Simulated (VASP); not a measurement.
AlNi: relaxation of cell and atoms with PBEsol

AlNi:

```xyz
2
Lattice="2.8810 0.0000 0.0000 0.0000 2.8810 0.0000 0.0000 0.0000 2.8810" Properties=species:S:1:pos:R:3 pbc="T T T"
Ni    1.4405    1.4405    1.4405
Al    0.0000    0.0000    0.0000
```

| Item | Value |
| --- | --- |
| Program | VASP 6.6.1 |
| Task | relaxation of cell and atoms |
| Functional | PBEsol |
| Potentials or basis | VASP PAW PBE potentials, release 64 (Ni, Al) |
| Cutoff | 600 eV |
| k mesh | 9 × 9 × 9 |
| Occupations | fermi-dirac, width 0.05 eV |
| Spin | collinear spin, ferromagnetic start |
| Starting moments | [1.0, 0.0] μB |
| Target pressure | 20 GPa |
| Dipole correction | no |
| Further INCAR settings | ALGO = Normal; EDIFF = 1e-07; IBRION = 2; EDIFFG = -0.01; NSW = 60; ISIF = 3 |

```json
{
 "Relaxed volume": "10.67 Å³/atom",
 "Relaxed cell": "a = 2.774 Å, b = 2.774 Å, c = 2.774 Å, α = 90.00°, β = 90.00°, γ = 90.00°",
 "Space group after relaxing (to 0.1 Å)": "Pm-3m (No. 221)",
 "Energy change on relaxing (the run minimises the enthalpy)": "+58.1 meV/atom",
 "Ionic steps": "7",
 "Pressure after relaxing": "20.0 GPa",
 "Net moment": "0.00 μB per cell",
 "Valence electrons inside the program's atomic spheres": "Ni 9.70; Al 0.86"
}
```

Step by step:
```
step  energy change (eV)  largest force (eV/Å)  pressure (GPa)  volume (Å³)
   1              0.0000                0.0000           -3.24        23.91
   2              0.8957                0.0000           70.87        18.40
   3              0.1055                0.0000           18.96        21.43
   4              0.1144                0.0000           19.84        21.35
   5              0.1206                0.0000           20.44        21.30
   6              0.1106                0.0000           19.47        21.38
   7              0.1162                0.0000           20.02        21.34
```

Final structure:
```
Ni Al
1.0
     2.77368    0.00000    0.00000
     0.00000    2.77368    0.00000
     0.00000    0.00000    2.77368
Ni Al
1 1
Direct
  0.50000 0.50000 0.50000
  0.00000 0.00000 0.00000
```

Levels at points of the mesh, in eV from the Fermi level:
Spin up:
```tsv
k point	band 2	band 3	band 4	band 5	band 6	band 7	band 8	band 9	band 10	band 11
(0.00, 0.00, 0.00)	-3.88	-3.88	-1.85	-1.85	-1.85	5.96	5.96	5.96	8.47	8.47
```
Spin down:
| k point | band 2 | band 3 | band 4 | band 5 | band 6 | band 7 | band 8 | band 9 | band 10 | band 11 |
| --- | --- | --- | --- | --- | --- | --- | --- | --- | --- | --- |
| (0.00, 0.00, 0.00) | -3.88 | -3.88 | -1.85 | -1.85 | -1.85 | 5.96 | 5.96 | 5.96 | 8.47 | 8.47 |

Run time: 3.3 min on 1 thread of Intel Xeon 8259CL, on a shared host, peak memory 0.17 GiB.

Caveat: the cell is relaxed towards a set pressure, so the run minimises the enthalpy, not the energy; the PAW data sets were made with another functional, which shifts forces and pressure a little.
